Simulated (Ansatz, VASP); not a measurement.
**One calculation of PbO2, two programs**

```
Pb O
1.0
    -1.74179   -3.01687    0.00000
     1.74179    1.00562    3.94101
    -5.22536    3.01687    0.00000
Pb O
2 4
Cartesian
  -1.7418 -1.0056 1.9705
  -3.4836 2.0112 1.9705
  -1.7418 1.0056 0.9805
  -5.2254 1.0056 0.9805
  0.0000 0.0000 2.9605
  -3.4836 0.0000 2.9605
```

Alike in both runs: task single point; functional PBE; dispersion D3(BJ); k mesh 6 × 6 × 4; occupations gaussian, width 0.2 eV; no spin polarisation.

|  | VASP | Ansatz |
| --- | --- | --- |
| version | VASP 6.6.1 | Ansatz 0.2.0 |
| potentials or method | VASP PAW PBE potentials, release 64 (Pb_d, O), cutoff 520 eV | scalar-relativistic, plane waves, PAW |
| valence electrons in the cell | 52 | 52 |

Ansatz gave:

* gap on the k mesh at the Fermi level (eV): none
* pressure (GPa): 0.0
* traceless stress, the component that is largest in VASP (GPa): -0.06
* rms of the force components (eV/Å): 0.000

Problem. Estimate VASP's values.

Solution. gap on the k mesh at the Fermi level (eV): none; pressure (GPa): 0.3; traceless stress, the component that is largest in VASP (GPa): -0.35; rms of the force components (eV/Å): 0.015.

Atom by atom the forces differ by 0.014 eV/Å (rms over components). A gap of «none» marks a metal or a gap that the smearing closes.

Neither program's run includes spin-orbit coupling.
